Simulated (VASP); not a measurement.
# AlCo (Pm-3m) in VASP: notebook

The runs below take AlCo through single point, with PBE.

All numbers are computed with VASP 6.6.1; they aren't measurements. Logs are shortened: lines on timing, memory, paths and dates and some standing lists are left out, and cuts for length are marked.

**1. The cell of the first run**

It takes space group Pm-3m (No. 221, cubic). Conventional cell: a = 2.819 Å, b = 2.819 Å, c = 2.819 Å, α = 90.00°, β = 90.00°, γ = 90.00°. Within 3.2 Å of Al (site symmetry m-3m) lie 8 Co at 2.44 Å and 6 Al at 2.82 Å. Within 3.2 Å of Co (site symmetry m-3m) lie 8 Al at 2.44 Å and 6 Co at 2.82 Å.

**2. Single point, PBE, collinear spin, ferromagnetic start**

INCAR

```
SYSTEM = AlCo
ALGO = Normal ; EDIFF = 1E-7
ENCUT = 520 ; GGA = PE
ISIF = 2 ; ISMEAR = 1
ISPIN = 2 ; LASPH = .True.
LCHARG = .True. ; LELF = .True.
LMAXMIX = 4 ; LORBIT = 11
LREAL = .False. ; LVHAR = .True.
LWAVE = .False. ; MAGMOM = 0 1.8
NBANDS = 17 ; NELM = 150
PREC = Accurate ; SIGMA = 0.1
```

KPOINTS

```
k-points
0
Gamma
  10 10 10
  0 0 0
```

POSCAR

```
AlCo
1.0
    2.8194030000      0.0000000000      0.0000000000
    0.0000000000      2.8194030000      0.0000000000
    0.0000000000      0.0000000000      2.8194030000
Al Co
1 1
Direct
    0.0000000000      0.0000000000      0.0000000000
    0.5000000000      0.5000000000      0.5000000000
```

Potentials or basis: VASP PAW PBE potentials, release 64 (Al, Co).

Started as:

```bash
$ cat potpaw_PBE.64/Al/POTCAR potpaw_PBE.64/Co/POTCAR > POTCAR
$ mpirun -np 1 vasp_std > vasp.out
```

OUTCAR:

```text
SYSTEM = AlCo
   EDIFF = 1E-7
   ENCUT = 520
   GGA = PE
   ISIF = 2
   ISMEAR = 1
   ISPIN = 2
   LASPH = .True.
   LORBIT = 11
   LREAL = .False.
   NELM = 150
   PREC = Accurate

 ion  position               nearest neighbor table
   1  0.000  0.000  0.000-   2 2.44   2 2.44   2 2.44   2 2.44   2 2.44   2 2.44   2 2.44   2 2.44

   2  0.500  0.500  0.500-   1 2.44   1 2.44   1 2.44   1 2.44   1 2.44   1 2.44   1 2.44   1 2.44

  LATTYP: Found a simple cubic cell.
 ALAT       =     2.8194030000

  Lattice vectors:

 A1 = (   2.8194030000,   0.0000000000,   0.0000000000)
 A2 = (   0.0000000000,   2.8194030000,   0.0000000000)
 A3 = (   0.0000000000,   0.0000000000,   2.8194030000)

Analysis of symmetry for initial positions (statically):
=====================================================================
 Subroutine PRICEL returns:
 Original cell was already a primitive cell.

 Routine SETGRP: Setting up the symmetry group for a
 simple cubic supercell.

 Subroutine GETGRP returns: Found 48 space group operations
 (whereof 48 operations were pure point group operations)
 out of a pool of 48 trial point group operations.

The static configuration has the point symmetry O_h .

Analysis of symmetry for dynamics (positions and initial velocities):
=====================================================================
 Subroutine PRICEL returns:
 Original cell was already a primitive cell.

 Routine SETGRP: Setting up the symmetry group for a
 simple cubic supercell.

 Subroutine GETGRP returns: Found 48 space group operations
 (whereof 48 operations were pure point group operations)
 out of a pool of 48 trial point group operations.

The dynamic configuration has the point symmetry O_h .

Analysis of structural, dynamic, and magnetic symmetry:
=====================================================================
 Subroutine PRICEL returns:
 Original cell was already a primitive cell.

 Routine SETGRP: Setting up the symmetry group for a
 simple cubic supercell.

 Subroutine GETGRP returns: Found 48 space group operations
 (whereof 48 operations were pure point group operations)
 out of a pool of 48 trial point group operations.

The overall configuration has the point symmetry O_h .

 Subroutine INISYM returns: Found 48 space group operations
 (whereof 48 operations are pure point group operations),
 and found     1 'primitive' translations

----------------------------------------------------------------------------------------

                                     Primitive cell

[... 111 lines left out ...]
  volume/ion in A,a.u.               =      11.21        75.62
  Fermi-wavevector in a.u.,A,eV,Ry     =   1.329367  2.512139 24.044427  1.767215
  Thomas-Fermi vector in A             =   2.458534
   LORBIT       =     11    0 simple, 1 ext, 2 COOP (PROOUT), +10 PAW based schemes
   GGA     = PE    functional components
   LHFCALC =     F    Hartree Fock is set to
   AEXX    =    0.0000 exact exchange contribution
   IVDW    =     0    specifies the selected vdW correction
   LEPSILON=     F    determine dielectric tensor
   LRPA    =     F    only Hartree local field effects (RPA)
 spin polarized calculation
 Methfessel and Paxton  Order N= 1 SIGMA  =   0.10
  energy-cutoff  :      520.00
  volume of cell :       22.41
 maximum number of plane-waves:       624
 NGX is ok and might be reduce to    24
   NGX = 11   NGY = 11   NGZ = 11

 number of electron      11.9999996 magnetization       0.0003827

 number of electron      11.9999996 magnetization      -0.0000637

 Free energy of the ion-electron system (eV)
  ---------------------------------------------------
  ext. energy  EPLUGINS =         0.00000000
  ---------------------------------------------------
  free energy    TOTEN  =       -11.97536967 eV

  energy without entropy =      -11.97694138  energy(sigma->0) =      -11.97589357

 E-fermi :  11.0238     XC(G=0): -12.4239

 val. band max:       10.9540353206   @ k =   0.5000   0.4000   0.1000
 cond. band min:      11.0808439306   @ k =   0.5000   0.3000   0.0000
 fundamental gap:      0.1268086101
 Fermi energy:        11.0237873792

 spin component 1

 k-point     1 :       0.0000    0.0000    0.0000
  band No.  band energies     occupation
      1      -0.2805      1.00000
      2       7.9008      1.00000
      3       7.9008      1.00000
      4      10.1247      1.00000
      5      10.1247      1.00000
      6      10.1247      1.00000
[... 459 lines left out ...]
      6      10.0088      1.00000
[... 9 lines left out ...]
     16      32.3684      0.00000
     17      33.4622      0.00000

 [... further k-points ...]

 spin component 2

 k-point     1 :       0.0000    0.0000    0.0000
  band No.  band energies     occupation
      1      -0.2805      1.00000
      2       7.9007      1.00000
      3       7.9007      1.00000
      4      10.1247      1.00000
      5      10.1247      1.00000
      6      10.1247      1.00000
[... 459 lines left out ...]
      6      10.0088      1.00000
[... 9 lines left out ...]
     16      32.3684      0.00000
     17      33.4623      0.00000

 [... further k-points ...]
[... 5 lines left out ...]
  --------------------------------------------------------------------------------------
  -------------------------------------------------------------------------------------
  Total        0.9034347      0.9034347      0.9034347      0.0000000      0.0000000      0.0000000
  in kB       64.5856234     64.5856234     64.5856234      0.0000000      0.0000000      0.0000000
  external PRESSURE =      64.5856234 kB  Pullay stress =       0.0000000 kB

 VOLUME and BASIS-vectors are now :
 -----------------------------------------------------------------------------
  energy-cutoff  :      520.00
  volume of cell :       22.41
      direct lattice vectors                 reciprocal lattice vectors
     2.819403000  0.000000000  0.000000000     0.354685017  0.000000000  0.000000000
     0.000000000  2.819403000  0.000000000     0.000000000  0.354685017  0.000000000
     0.000000000  0.000000000  2.819403000     0.000000000  0.000000000  0.354685017

 POSITION                                       TOTAL-FORCE (eV/Angst)
 -----------------------------------------------------------------------------------
      0.00000      0.00000      0.00000         0.000000      0.000000      0.000000
      1.40970      1.40970      1.40970         0.000000      0.000000      0.000000
 -----------------------------------------------------------------------------------
    total drift:                                0.000000     -0.000000     -0.000000

  FREE ENERGIE OF THE ION-ELECTRON SYSTEM (eV)
  ---------------------------------------------------
  free  energy   TOTEN  =       -11.9753696678 eV

  energy  without entropy=      -11.9769413761  energy(sigma->0) =      -11.97589357

 total charge

# of ion       s       p       d       tot
------------------------------------------
    1        0.399   0.443   0.000   0.841
    2        0.446   0.537   7.529   8.512
--------------------------------------------------
tot          0.845   0.979   7.529   9.353

 magnetization (x)

# of ion       s       p       d       tot
------------------------------------------
    1       -0.000   0.000   0.000  -0.000
    2        0.000   0.000  -0.000  -0.000
--------------------------------------------------
tot         -0.000   0.000  -0.000  -0.000
```

stdout:

```text
POSCAR found type information on POSCAR AlCo
 POSCAR found :  2 types and       2 ions
 scaLAPACK will be used
 LDA part: xc-table for (Slater+PW92), standard interpolation
 POSCAR, INCAR and KPOINTS ok, starting setup
 FFT: planning ... GRIDC
 FFT: planning ... GRID_SOFT
 FFT: planning ... GRID
 WAVECAR not read
 entering main loop
```

Run time: 15 s. Hardware: 1 thread of Intel Xeon 6975P-C (Granite Rapids), shared host; peak memory 0.17 GiB.

What came out:

| Quantity | Value |
| --- | --- |
| Free energy | -11.9754 eV |
| Pressure | 6.5 GPa |
| Band gap on the k mesh | zero (filled and empty bands overlap) |
| Net moment | 0.00 μB per cell |
| Valence electrons inside the program's atomic spheres | Al 0.84; Co 8.51 |

Caveat: the starting moments collapsed, and a magnetic state may lie lower.

**3. Single point, PBE, collinear spin, ferromagnetic start**

INCAR

```
SYSTEM = AlCo
PREC = Accurate
ENCUT = 520
EDIFF = 1E-7
ISMEAR = 1
SIGMA = 0.05
LREAL = .False.
LASPH = .True.
NELM = 150
ALGO = Normal
ISIF = 2
LWAVE = .False.
LCHARG = .True.
ISPIN = 2
MAGMOM = 0 1.8
LORBIT = 11
LMAXMIX = 4
GGA = PE
LELF = .True.
LVHAR = .True.
NBANDS = 17
```

KPOINTS

```
Automatic mesh
0
Gamma
  10 10 10
  0 0 0
```

POSCAR is that of step 2.

Potentials or basis: VASP PAW PBE potentials, release 64 (Al, Co).

Started as:

```bash
$ cat potpaw_PBE.64/Al/POTCAR potpaw_PBE.64/Co/POTCAR > POTCAR
$ mpirun -np 1 vasp_std > vasp.out
```

OUTCAR:

```text
SYSTEM = AlCo
   PREC = Accurate
   ENCUT = 520
   EDIFF = 1E-7
   ISMEAR = 1
   LREAL = .False.
   LASPH = .True.
   NELM = 150
   ISIF = 2
   ISPIN = 2
   LORBIT = 11
   GGA = PE

 ion  position               nearest neighbor table
   1  0.000  0.000  0.000-   2 2.44   2 2.44   2 2.44   2 2.44   2 2.44   2 2.44   2 2.44   2 2.44

   2  0.500  0.500  0.500-   1 2.44   1 2.44   1 2.44   1 2.44   1 2.44   1 2.44   1 2.44   1 2.44

  LATTYP: Found a simple cubic cell.
 ALAT       =     2.8194030000

  Lattice vectors:

 A1 = (   2.8194030000,   0.0000000000,   0.0000000000)
 A2 = (   0.0000000000,   2.8194030000,   0.0000000000)
 A3 = (   0.0000000000,   0.0000000000,   2.8194030000)

Analysis of symmetry for initial positions (statically):
=====================================================================
 Subroutine PRICEL returns:
 Original cell was already a primitive cell.

 Routine SETGRP: Setting up the symmetry group for a
 simple cubic supercell.

 Subroutine GETGRP returns: Found 48 space group operations
 (whereof 48 operations were pure point group operations)
 out of a pool of 48 trial point group operations.

[... 674 lines left out ...]
      1      -0.2805      1.00000
      2       7.9008      1.00000
      3       7.9008      1.00000
      4      10.1246      1.00000
      5      10.1246      1.00000
      6      10.1246      1.00000
[... 459 lines left out ...]
      6      10.0088      1.00000
[... 9 lines left out ...]
     16      32.3684      0.00000
     17      33.4623      0.00000

 [... further k-points ...]
[... 5 lines left out ...]
  --------------------------------------------------------------------------------------
  -------------------------------------------------------------------------------------
  Total        0.9052872      0.9052872      0.9052872     -0.0000000     -0.0000000     -0.0000000
  in kB       64.7180564     64.7180564     64.7180564     -0.0000000     -0.0000000     -0.0000000
  external PRESSURE =      64.7180564 kB  Pullay stress =       0.0000000 kB

 VOLUME and BASIS-vectors are now :
 -----------------------------------------------------------------------------
  energy-cutoff  :      520.00
  volume of cell :       22.41
      direct lattice vectors                 reciprocal lattice vectors
     2.819403000  0.000000000  0.000000000     0.354685017  0.000000000  0.000000000
     0.000000000  2.819403000  0.000000000     0.000000000  0.354685017  0.000000000
     0.000000000  0.000000000  2.819403000     0.000000000  0.000000000  0.354685017

 POSITION                                       TOTAL-FORCE (eV/Angst)
 -----------------------------------------------------------------------------------
      0.00000      0.00000      0.00000         0.000000      0.000000      0.000000
      1.40970      1.40970      1.40970         0.000000      0.000000      0.000000
 -----------------------------------------------------------------------------------
    total drift:                                0.000000     -0.000000     -0.000000

  FREE ENERGIE OF THE ION-ELECTRON SYSTEM (eV)
  ---------------------------------------------------
  free  energy   TOTEN  =       -11.9758045725 eV

  energy  without entropy=      -11.9758396217  energy(sigma->0) =      -11.97581626

 total charge

# of ion       s       p       d       tot
------------------------------------------
    1        0.399   0.443   0.000   0.841
    2        0.446   0.537   7.529   8.512
--------------------------------------------------
tot          0.845   0.979   7.529   9.353

 magnetization (x)

# of ion       s       p       d       tot
------------------------------------------
    1       -0.000  -0.000   0.000  -0.000
    2       -0.000  -0.000   0.000   0.000
--------------------------------------------------
tot         -0.000  -0.000   0.000   0.000
```

OSZICAR:

```text
N       E                     dE             d eps       ncg     rms          rms(c)
DAV:   1     0.389365937057E+02    0.38937E+02   -0.47562E+03  3904   0.713E+02
DAV:   2    -0.112036871571E+02   -0.50140E+02   -0.44740E+02  4298   0.153E+02
DAV:   3    -0.132452883709E+02   -0.20416E+01   -0.20040E+01  4631   0.323E+01
DAV:   4    -0.132745283891E+02   -0.29240E-01   -0.29219E-01  4672   0.349E+00
DAV:   5    -0.132753659741E+02   -0.83759E-03   -0.83752E-03  4745   0.624E-01    0.137E+01
DAV:   6    -0.158479681748E+02   -0.25726E+01   -0.46029E+01  4273   0.723E+01    0.163E+01
DAV:   7    -0.120045079020E+02    0.38435E+01   -0.24138E+01  4474   0.462E+01    0.221E+00
DAV:   8    -0.119868780344E+02    0.17630E-01   -0.13173E-01  4572   0.238E+00    0.130E+00
DAV:   9    -0.119764626608E+02    0.10415E-01   -0.54887E-02  5004   0.178E+00    0.519E-01
DAV:  10    -0.119757901376E+02    0.67252E-03   -0.11939E-03  4349   0.285E-01    0.189E-01
DAV:  11    -0.119757994354E+02   -0.92978E-05   -0.12241E-04  5522   0.869E-02    0.123E-01
DAV:  12    -0.119758050297E+02   -0.55943E-05   -0.14403E-04  4664   0.830E-02    0.309E-02
DAV:  13    -0.119758043785E+02    0.65117E-06   -0.48373E-06  4206   0.165E-02    0.913E-03
DAV:  14    -0.119758045092E+02   -0.13069E-06   -0.77035E-07  4865   0.620E-03    0.383E-03
DAV:  15    -0.119758045725E+02   -0.63313E-07   -0.32681E-07  2158   0.410E-03
   1 F= -.11975805E+02 E0= -.11975816E+02  d E =0.350492E-04  mag=     0.0000
```

stdout:

```text
POSCAR found type information on POSCAR AlCo
 POSCAR found :  2 types and       2 ions
 scaLAPACK will be used
 LDA part: xc-table for (Slater+PW92), standard interpolation
 POSCAR, INCAR and KPOINTS ok, starting setup
 FFT: planning ... GRIDC
 FFT: planning ... GRID_SOFT
 FFT: planning ... GRID
 WAVECAR not read
 entering main loop
```

Run time: 14 s. Hardware: 1 thread of Intel Xeon 6975P-C (Granite Rapids), shared host; peak memory 0.16 GiB.

Results:

| Item | Value |
| --- | --- |
| Free energy | -11.9758 eV |
| Pressure | 6.5 GPa |
| Band gap on the k mesh | zero (filled and empty bands overlap) |
| Net moment | 0.00 μB per cell |
| Valence electrons inside the program's atomic spheres | Al 0.84; Co 8.51 |

Caveat: the starting moments collapsed, and a magnetic state may lie lower.
